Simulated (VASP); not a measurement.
# La (Fm-3m) in VASP: notebook, part 2 of 2

VASP 6.6.1. The steps go on from the part before.

### 3 Single point, PBE

This run uses another cell than the first one, of 37.96 Å³/atom, 1.025 times its volume.

The input, INCAR:

```
SYSTEM = La
PREC = Accurate
ENCUT = 520
EDIFF = 1E-6
ISMEAR = -1
SIGMA = 0.1
LREAL = .FALSE.
LASPH = .TRUE.
NELM = 60
ALGO = Normal
ISIF = 2
LWAVE = .FALSE.
LCHARG = .FALSE.
GGA = PE
NBANDS = 12
```

The input, KPOINTS:

```
regular mesh
0
G
  8 8 8
  0 0 0
```

The input, POSCAR:

```
La
1.0
    0.0000000000      2.6673646279      2.6673646279
    2.6673646279      0.0000000000      2.6673646279
    2.6673646279      2.6673646279      0.0000000000
La
1
Direct
    0.0000000000      0.0000000000      0.0000000000
```

Potentials or basis: VASP PAW PBE potentials, release 64 (La).

On the command line:

```console
> cat potpaw_PBE.64/La/POTCAR > POTCAR
> mpirun -np 1 vasp_std > vasp.out
```

OUTCAR:

```text
SYSTEM = La
   PREC = Accurate
   ENCUT = 520
   EDIFF = 1E-6
   ISMEAR = -1
   LREAL = .FALSE.
   LASPH = .TRUE.
   NELM = 60
   ISIF = 2
   GGA = PE

 ion  position               nearest neighbor table
   1  0.000  0.000  0.000-

  LATTYP: Found a face centered cubic cell.
 ALAT       =     5.3347292558

  Lattice vectors:

 A1 = (   0.0000000000,   2.6673646279,   2.6673646279)
 A2 = (   2.6673646279,   0.0000000000,   2.6673646279)
 A3 = (   2.6673646279,   2.6673646279,   0.0000000000)

Analysis of symmetry for initial positions (statically):
=====================================================================
 Subroutine PRICEL returns:
 Original cell was already a primitive cell.

 Routine SETGRP: Setting up the symmetry group for a
 face centered cubic supercell.

 Subroutine GETGRP returns: Found 48 space group operations
 (whereof 48 operations were pure point group operations)
 out of a pool of 48 trial point group operations.

The static configuration has the point symmetry O_h .

Analysis of symmetry for dynamics (positions and initial velocities):
=====================================================================
 Subroutine PRICEL returns:
 Original cell was already a primitive cell.

 Routine SETGRP: Setting up the symmetry group for a
 face centered cubic supercell.

 Subroutine GETGRP returns: Found 48 space group operations
 (whereof 48 operations were pure point group operations)
 out of a pool of 48 trial point group operations.

The dynamic configuration has the point symmetry O_h .

 Subroutine INISYM returns: Found 48 space group operations
 (whereof 48 operations are pure point group operations),
 and found     1 'primitive' translations

----------------------------------------------------------------------------------------

                                     Primitive cell

  volume of cell :      37.9557

  direct lattice vectors                    reciprocal lattice vectors
[... 105 lines left out ...]
     AMIX_MAG =   1.60;   BMIX_MAG =  1.00
  volume/ion in A,a.u.               =      37.96       256.14
  Fermi-wavevector in a.u.,A,eV,Ry     =   1.083378  2.047288 15.969265  1.173708
  Thomas-Fermi vector in A             =   2.219443
   LORBIT       =      0    0 simple, 1 ext, 2 COOP (PROOUT), +10 PAW based schemes
   GGA     = PE    functional components
   LHFCALC =     F    Hartree Fock is set to
   AEXX    =    0.0000 exact exchange contribution
   IVDW    =     0    specifies the selected vdW correction
   LEPSILON=     F    determine dielectric tensor
   LRPA    =     F    only Hartree local field effects (RPA)
 non-spin polarized calculation
  energy-cutoff  :      520.00
  volume of cell :       37.96
 maximum number of plane-waves:      1036
   NGX = 13   NGY = 13   NGZ = 13

 number of electron      11.0000001 magnetization

 Free energy of the ion-electron system (eV)
  ---------------------------------------------------
  ext. energy  EPLUGINS =         0.00000000
  ---------------------------------------------------
  free energy    TOTEN  =        -4.91251194 eV

  energy without entropy =       -4.85438452  energy(sigma->0) =       -4.88344823

 E-fermi :   7.6582     XC(G=0):  -9.4717

 val. band max:        7.4923402176   @ k =  -0.3750   0.2500   0.1250
 cond. band min:       7.7028589402   @ k =  -0.3750   0.2500   0.0000
 fundamental gap:      0.2105187225
 Fermi energy:         7.6581757330

 k-point     1 :       0.0000    0.0000    0.0000
  band No.  band energies     occupation
      1     -25.2279      2.00000
      2      -8.2641      2.00000
      3      -8.2641      2.00000
      4      -8.2641      2.00000
      5       4.4678      2.00000
      6       8.9545      0.00000
      7       9.1329      0.00000
      8       9.1329      0.00000
      9       9.1329      0.00000
     10       9.4297      0.00000
     11       9.4297      0.00000
     12       9.4297      0.00000
[... 331 lines left out ...]
 k-point    24 :      -0.3750    0.2500    0.1250
  band No.  band energies     occupation
      1     -25.0189      2.00000
      2      -9.3901      2.00000
      3      -8.7875      2.00000
      4      -8.5427      2.00000
      5       6.9600      1.99814
      6       7.4923      1.68003
      7       8.8416      0.00001
      8       9.2805      0.00000
      9       9.3867      0.00000
     10       9.5018      0.00000
     11       9.7758      0.00000
     12       9.8774      0.00000

 [... further k-points ...]
[... 5 lines left out ...]
  --------------------------------------------------------------------------------------
  -------------------------------------------------------------------------------------
  Total       -0.1631109     -0.1631109     -0.1631109      0.0000000      0.0000000     -0.0000000
  in kB       -6.8851965     -6.8851965     -6.8851965      0.0000000      0.0000000     -0.0000000
  external PRESSURE =      -6.8851965 kB  Pullay stress =       0.0000000 kB

 VOLUME and BASIS-vectors are now :
 -----------------------------------------------------------------------------
  energy-cutoff  :      520.00
  volume of cell :       37.96
      direct lattice vectors                 reciprocal lattice vectors
     0.000000000  2.667364628  2.667364628    -0.187450937  0.187450937  0.187450937
     2.667364628  0.000000000  2.667364628     0.187450937 -0.187450937  0.187450937
     2.667364628  2.667364628  0.000000000     0.187450937  0.187450937 -0.187450937

 POSITION                                       TOTAL-FORCE (eV/Angst)
 -----------------------------------------------------------------------------------
      0.00000      0.00000      0.00000         0.000000     -0.000000      0.000000
 -----------------------------------------------------------------------------------
    total drift:                                0.000000      0.000000      0.000000

  FREE ENERGIE OF THE ION-ELECTRON SYSTEM (eV)
  ---------------------------------------------------
  free  energy   TOTEN  =        -4.9125119363 eV

  energy  without entropy=       -4.8543845214  energy(sigma->0) =       -4.88344823
```

OSZICAR:

```text
N       E                     dE             d eps       ncg     rms          rms(c)
DAV:   1     0.102001537840E+03    0.10200E+03   -0.36765E+03   696   0.116E+03
DAV:   2     0.152563126722E+01   -0.10048E+03   -0.96194E+02   928   0.177E+02
DAV:   3    -0.463551893316E+01   -0.61612E+01   -0.59585E+01   968   0.782E+01
DAV:   4    -0.490729971620E+01   -0.27178E+00   -0.26831E+00  1336   0.116E+01
DAV:   5    -0.491728124943E+01   -0.99815E-02   -0.99458E-02  1204   0.203E+00    0.206E+00
DAV:   6    -0.490802942096E+01    0.92518E-02   -0.95933E-03  1276   0.819E-01    0.125E+00
DAV:   7    -0.490860030442E+01   -0.57088E-03   -0.43796E-02   920   0.158E+00    0.196E-01
DAV:   8    -0.490777704179E+01    0.82326E-03   -0.15648E-03  1336   0.425E-01    0.242E-01
DAV:   9    -0.491227603031E+01   -0.44990E-02   -0.17752E-02  1072   0.962E-01    0.158E-01
DAV:  10    -0.491246102519E+01   -0.18499E-03   -0.59696E-04  1256   0.198E-01    0.127E-01
DAV:  11    -0.491252669033E+01   -0.65665E-04   -0.85562E-05  1240   0.723E-02    0.104E-01
DAV:  12    -0.491252771503E+01   -0.10247E-05   -0.31860E-05  1352   0.649E-02    0.673E-02
DAV:  13    -0.491251836871E+01    0.93463E-05   -0.71776E-05  1352   0.101E-01    0.820E-03
DAV:  14    -0.491251598735E+01    0.23814E-05   -0.54086E-07  1004   0.717E-03    0.536E-03
DAV:  15    -0.491251257919E+01    0.34082E-05   -0.65615E-07  1316   0.930E-03    0.690E-04
DAV:  16    -0.491251193631E+01    0.64288E-06   -0.13154E-08   656   0.128E-03
   1 F= -.49125119E+01 E0= -.48834482E+01  d E =-.581274E-01
```

stdout:

```text
POSCAR found type information on POSCAR La
 POSCAR found :  1 types and       1 ions
 scaLAPACK will be used
 LDA part: xc-table for (Slater+PW92), standard interpolation
 POSCAR, INCAR and KPOINTS ok, starting setup
 FFT: planning ... GRIDC
 FFT: planning ... GRID_SOFT
 FFT: planning ... GRID
 WAVECAR not read
 entering main loop
```

Run time: 13 s. Hardware: 1 thread of Intel Xeon Platinum 8559C (Emerald Rapids), shared host; peak memory 0.17 GiB.

What came out:

* Free energy: -4.9125 eV
* Pressure: -0.7 GPa

Caveat: spin-orbit coupling is left out, which moves the levels of the heavy elements.
